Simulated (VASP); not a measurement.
Here is a VASP 6.6.1 calculation.

INCAR

```
  PREC = Accurate
  ENCUT = 520
  EDIFF = 1E-6
  ISMEAR = -1
  SIGMA = 0.02
  LREAL = F
  LASPH = T
  NELM = 100
  ALGO = Normal
  ISIF = 2
  LWAVE = F
  LCHARG = F
  GGA = PE
  NBANDS = 16
```

File KPOINTS:

```
Automatic mesh
0
Gamma
  7 7 7
```

The input POSCAR:

```
CdS
1.0
   -0.0294295346      2.9282386976      2.9282386976
    2.9282386976     -0.0294295346      2.9282386976
    2.9282386976      2.9282386976     -0.0294295346
Cd S
1 1
Direct
    0.0000000000      0.0000000000      0.0000000000
    0.7500000000      0.7500000000      0.7500000000
```

Potentials or basis: VASP PAW PBE potentials, release 64 (Cd, S).

The run is started by

```console
$ cat potpaw_PBE.64/Cd/POTCAR potpaw_PBE.64/S/POTCAR > POTCAR
$ mpirun -np 1 vasp_std > vasp.out
```

(1) What does it give for the pressure?

(2) Estimate the band gap on the k mesh.

(3) Estimate the largest force.

Answers

(1) 1.5 GPa.

(2) 1.06 eV, direct.

(3) 0.114 eV/Å.

Caveat: the cell differs from its parent crystal (equal xy, yz and zx shear strains of -1 %).
